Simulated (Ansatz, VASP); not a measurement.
Given: the input of a run of Ansatz 0.2.0 on CoO.

The input input.yaml:

```yaml
crystal:
  lattice:
    - [-1.527844381, 1.527844381, 2.134977659]
    - [1.527844381, -1.527844381, 2.134977659]
    - [1.527844381, 1.527844381, -2.134977659]
  atoms:
    - { symbol: Co, position: [0.0, 0.0, 0.0], spin: 2.0 }
    - { symbol: O, position: [0.5, 0.5, 0.0] }
kpoints:
  mp_grid: { grid: [12, 12, 12] }
scf:
  occupations: { method: fermi_dirac, width: 0.05 }
hamiltonian:
  xc: pbesol
  pseudopotentials: { kind: all_electron, lapw: { basis_error: 0.001 } }
magnetization:
  spin_polarized: true
output:
  forces: true
  stress: true
  eigenvalues: true
```

Potentials or basis: all-electron LAPW, scalar-relativistic.

Command:

```sh
$ ansatz run input.yaml --threads 2 --pin off --max-ram 6144MiB --backend cpu --events-out ev --progress --plain --runs-dir out
```

Problem. Set up the same calculation for VASP 6.6.1. Potentials there: VASP PAW PBE potentials, release 64 (Co, O).

Solution. As run (the cutoff follows the program's own potentials):

The input INCAR:

```
SYSTEM = CoO
  PREC = Accurate
  ENCUT = 520
  EDIFF = 1E-6
  ISMEAR = -1
  SIGMA = 0.05
  LREAL = .FALSE.
  LASPH = .TRUE.
  NELM = 150
  ALGO = Normal
  ISIF = 2
  LWAVE = .FALSE.
  LCHARG = .FALSE.
  ISPIN = 2
  MAGMOM = 2 0
  LORBIT = 11
  LMAXMIX = 4
  GGA = PS
  NBANDS = 18
```

Contents of KPOINTS:

```
Automatic mesh
0
G
  12 12 12
  0 0 0
```

POSCAR

```
CoO
1.0
   -1.5278443810      1.5278443810      2.1349776590
    1.5278443810     -1.5278443810      2.1349776590
    1.5278443810      1.5278443810     -2.1349776590
Co O
1 1
Direct
    0.0000000000      0.0000000000      0.0000000000
    0.5000000000      0.5000000000      0.0000000000
```

Potentials or basis: VASP PAW PBE potentials, release 64 (Co, O).

Command:

```sh
$ cat potpaw_PBE.64/Co/POTCAR potpaw_PBE.64/O/POTCAR > POTCAR
$ mpirun -np 1 vasp_std > vasp.out
```

Both were run:

|  | VASP | Ansatz | Ansatz less VASP |
| --- | --- | --- | --- |
| gap on the k mesh at the Fermi level (eV) | none | none | - |
| pressure (GPa) | -15.3 | -15.0 | +0.30 |
| traceless stress, the component that is largest in VASP (GPa) | 0.08 | 0.06 | -0.021 |
| net moment per atom (μB) | 1.49 | 1.49 | +0.004 |
| size of the moment on the site where the two differ most (μB) | 2.60 | 2.62 | +0.025 |

VASP's potentials were made for PBE, not for PBEsol. Site moments also hang on the region over which each program counts them. A gap of «none» marks a metal or a gap that the smearing closes. Ansatz ran all-electron here, and VASP with PAW potentials.
